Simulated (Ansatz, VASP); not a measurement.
Sb2Se3 in VASP and in Ansatz

```
Sb Se
1.0
    12.81476    0.00000    0.00000
     0.00000    4.03131    0.00000
     0.00000    0.00000   11.57033
Sb Se
8 12
Direct
  0.03616 0.25000 0.33179
  0.96384 0.75000 0.66821
  0.46384 0.75000 0.83179
  0.53616 0.25000 0.16821
  0.13729 0.75000 0.03690
  0.86271 0.25000 0.96310
  0.36271 0.25000 0.53690
  0.63729 0.75000 0.46310
  0.04773 0.25000 0.86758
  0.95227 0.75000 0.13242
  0.45227 0.75000 0.36758
  0.54773 0.25000 0.63242
  0.12749 0.75000 0.45199
  0.87251 0.25000 0.54801
  0.37251 0.25000 0.95199
  0.62749 0.75000 0.04801
  0.20415 0.25000 0.19067
  0.79585 0.75000 0.80933
  0.29585 0.75000 0.69067
  0.70415 0.25000 0.30933
```

Alike in both runs: functional PBE; k mesh 3 × 9 × 3; occupations gaussian, width 0.03 eV; no spin polarisation.

Ansatz relaxed the structure, and its values are those at the end. VASP's run is a single point on that final structure, the one shown.

```csv
,VASP,Ansatz
version,VASP 6.6.1,Ansatz 0.2.0
potentials or method,"VASP PAW PBE potentials, release 64 (Sb, Se)","scalar-relativistic, plane waves, PAW"
plane-wave cutoff (eV),520,420
valence electrons in the cell,112,312
```

|  | VASP | Ansatz | Ansatz less VASP |
| --- | --- | --- | --- |
| gap on the k mesh at the Fermi level (eV) | 0.82 | 0.84 | +0.020 |
| least direct gap on the mesh (eV) | 0.85 | 0.87 | +0.022 |
| pressure (GPa) | 0.0 | 0.0 | -0.03 |
| rms of the force components (eV/Å) | 0.015 | 0.000 | -0.0151 |

VASP's potentials hold 112 valence electrons a cell and Ansatz's 312, so a difference there can come from the potentials and not from the codes.

Spin-orbit coupling is off throughout.
